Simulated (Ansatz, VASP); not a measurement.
MgO: VASP beside Ansatz

The input INCAR:

```
SYSTEM = MgO
  PREC = Accurate
  ENCUT = 520
  EDIFF = 1E-6
  ISMEAR = 0
  SIGMA = 0.05
  LREAL = .FALSE.
  LASPH = .TRUE.
  NELM = 60
  ALGO = Normal
  ISIF = 2
  LWAVE = .FALSE.
  LCHARG = .FALSE.
  NBANDS = 36
```

File KPOINTS:

```
regular mesh
0
G
  4 4 4
  0 0 0
```

File POSCAR:

```
MgO
1.0
    5.5230736673      0.0000000000      0.0000000000
    0.0000000000      5.5230736673      0.0000000000
    0.0000000000      0.0000000000      5.5230736673
Mg O
6 6
Direct
    0.2500000000     -0.0024171061      0.5000000000
    0.0000000000      0.5024171061      0.2500000000
    0.5000000000      0.7500000000      0.0000000000
    0.7500000000     -0.0024171061      0.5000000000
    0.0000000000      0.5024171061      0.7500000000
    0.5000000000      0.2500000000      0.0000000000
    0.2500000000      0.5237576573      0.0000000000
    0.5000000000     -0.0237576573      0.2500000000
    0.0000000000      0.7500000000      0.5000000000
    0.7500000000      0.5237576573      0.0000000000
    0.5000000000     -0.0237576573      0.7500000000
    0.0000000000      0.2500000000      0.5000000000
```

Input for Ansatz:

```yaml
crystal:
  lattice:
    - [5.5230736673, 0.0, 0.0]
    - [0.0, 5.5230736673, 0.0]
    - [0.0, 0.0, 5.5230736673]
  atoms:
    - { symbol: Mg, position: [0.25, -0.0024171061, 0.5] }
    - { symbol: Mg, position: [0.0, 0.5024171061, 0.25] }
    - { symbol: Mg, position: [0.5, 0.75, 0.0] }
    - { symbol: Mg, position: [0.75, -0.0024171061, 0.5] }
    - { symbol: Mg, position: [0.0, 0.5024171061, 0.75] }
    - { symbol: Mg, position: [0.5, 0.25, 0.0] }
    - { symbol: O, position: [0.25, 0.5237576573, 0.0] }
    - { symbol: O, position: [0.5, -0.0237576573, 0.25] }
    - { symbol: O, position: [0.0, 0.75, 0.5] }
    - { symbol: O, position: [0.75, 0.5237576573, 0.0] }
    - { symbol: O, position: [0.5, -0.0237576573, 0.75] }
    - { symbol: O, position: [0.0, 0.25, 0.5] }
basis:
  ecutwfc: 520.0
kpoints:
  mp_grid: { grid: [4, 4, 4] }
hamiltonian:
  xc: lda
  pseudopotentials: { kind: paw, azcp: { folder: soft_1 } }
scf:
  occupations: { method: gaussian, width: 0.05 }
output:
  forces: true
  stress: true
  eigenvalues: true
```

Change from the starting cell: mode 14 frozen in at -0.058 Å and mode 24 at +0.086 Å (largest displacements).

Alike in both runs: task single point; functional LDA; k mesh 4 × 4 × 4; occupations gaussian, width 0.05 eV; no spin polarisation.

```csv
,VASP,Ansatz
version,VASP 6.6.1,Ansatz 0.2.0
potentials or method,"VASP PAW LDA potentials, release 64 (Mg, O), cutoff 520 eV","scalar-relativistic, plane waves, PAW"
valence electrons in the cell,48,96
```

|  | VASP | Ansatz | Ansatz less VASP |
| --- | --- | --- | --- |
| gap on the k mesh at the Fermi level (eV) | 2.77 | 2.78 | +0.011 |
| least direct gap on the mesh (eV) | 2.77 | 2.78 | +0.011 |
| pressure (GPa) | -0.1 | 0.6 | +0.68 |
| traceless stress, the component that is largest in VASP (GPa) | -0.21 | -0.22 | -0.011 |
| rms of the force components (eV/Å) | 0.607 | 0.591 | -0.0155 |

Ansatz warns that its potentials were made for another functional, while VASP's fit it. LDA's correlation is that of Perdew and Zunger in VASP and of Perdew and Wang (1992) in Ansatz. Atom by atom the forces differ by 0.016 eV/Å (rms over components). VASP's potentials hold 48 valence electrons a cell and Ansatz's 96, so a difference there can come from the potentials and not from the codes.
